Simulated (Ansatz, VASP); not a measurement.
**CuGe4 in VASP and in Ansatz**

```xyz
5
Lattice="4.0304 0.0000 0.0000 -2.0152 3.4904 0.0000 0.0000 0.0000 21.5984" Properties=species:S:1:pos:R:3 pbc="T T T"
Ge    0.0000    2.3269    4.0000
Ge    0.0000    0.0000    4.8227
Ge    0.0000    0.0000    7.4366
Ge    2.0152    1.1635    8.1984
Cu    1.5674    2.7148   10.9984
```

Alike in both runs: task single point; functional PBE; dispersion D3(BJ); k mesh 9 × 9 × 1; occupations gaussian, width 0.1 eV; no spin polarisation.

|  | VASP | Ansatz |
| --- | --- | --- |
| version | VASP 6.6.1 | Ansatz 0.2.0 |
| potentials or method | VASP PAW PBE potentials, release 64 (Ge_d, Cu), cutoff 520 eV | scalar-relativistic, plane waves, PAW |
| valence electrons in the cell | 67 | 75 |

|  | VASP | Ansatz | Ansatz less VASP |
| --- | --- | --- | --- |
| gap on the k mesh at the Fermi level (eV) | none | none | - |
| rms of the force components (eV/Å) | 0.330 | 0.331 | +0.0010 |

Atom by atom the forces differ by 0.001 eV/Å (rms over components). A gap of «none» marks a metal or a gap that the smearing closes. VASP's potentials hold 67 valence electrons a cell and Ansatz's 75, so a difference there can come from the potentials and not from the codes.
